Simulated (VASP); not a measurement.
Here is a VASP 6.6.1 calculation.

Contents of POSCAR:

```
SrO
1.0
    0.0000000000      2.5798923523      2.5798923523
    2.5798923523      0.0000000000      2.5798923523
    2.5798923523      2.5798923523      0.0000000000
Sr O
1 1
Direct
    0.0000000000      0.0000000000      0.0000000000
    0.5000000000      0.5000000000      0.5000000000
```

INCAR.step1

```
PREC = Accurate ; ENCUT = 520
EDIFF = 1E-5 ; ISMEAR = 0
SIGMA = 0.01 ; LREAL = F
LASPH = T ; NELM = 80
ALGO = Normal ; ISIF = 2
LWAVE = T ; LCHARG = F
NBANDS = 15 ; GGA = PE
```

The input INCAR.step2:

```
PREC = Accurate ; ENCUT = 520
EDIFF = 1E-6 ; ISMEAR = 0
SIGMA = 0.01 ; LREAL = F
LASPH = T ; NELM = 80
ALGO = Normal ; ISIF = 2
LWAVE = F ; LCHARG = F
GGA = PE ; LHFCALC = T
AEXX = 0.25 ; PRECFOCK = Normal
NBANDS = 15 ; ISTART = 1
```

Contents of KPOINTS:

```
regular mesh
0
Gamma
  6 6 6
```

Potentials or basis: VASP PAW PBE potentials, release 64 (Sr_sv, O).

Command:

```console
$ cat potpaw_PBE.64/Sr_sv/POTCAR potpaw_PBE.64/O/POTCAR > POTCAR
$ cp INCAR.step1 INCAR
$ mpirun -np 1 vasp_std > vasp.out
$ cp INCAR.step2 INCAR
$ mpirun -np 1 vasp_std > vasp.out
```

**Question.** What does it give for the pressure?

**Answer.** 0.1 GPa.

**Question.** Estimate the band gap on the k mesh.

**Answer.** 5.49 eV, indirect (least direct gap 5.60 eV).

Caveat: the PAW data sets were made with another functional, which shifts forces and pressure a little. A k mesh can miss the band edges.
